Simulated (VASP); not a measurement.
Input of a VASP 6.6.1 run:

INCAR

```
PREC = Accurate
ENCUT = 520
EDIFF = 1E-6
ISMEAR = 0
SIGMA = 0.1
LREAL = False
LASPH = True
NELM = 80
ALGO = Normal
ISIF = 2
LWAVE = False
LCHARG = True
GGA = PS
LELF = True
LVHAR = True
NBANDS = 18
```

The input KPOINTS:

```
Automatic mesh
0
Gamma
  12 12 12
```

The input POSCAR:

```
BiTe
1.0
    0.0000000000      3.3003583230      3.3003583230
    3.3003583230      0.0000000000      3.3003583230
    3.3003583230      3.3003583230      0.0000000000
Bi Te
1 1
Direct
    0.0000000000      0.0000000000      0.0000000000
    0.5000000000      0.5000000000      0.5000000000
```

Potentials or basis: VASP PAW PBE potentials, release 64 (Bi_d, Te).

Run with:

```bash
$ cat potpaw_PBE.64/Bi_d/POTCAR potpaw_PBE.64/Te/POTCAR > POTCAR
$ mpirun -np 1 vasp_std > vasp.out
```

**Question.** Estimate the pressure.

**Answer.** -4.2 GPa.

Caveat: the PAW data sets were made with another functional, which shifts forces and pressure a little.
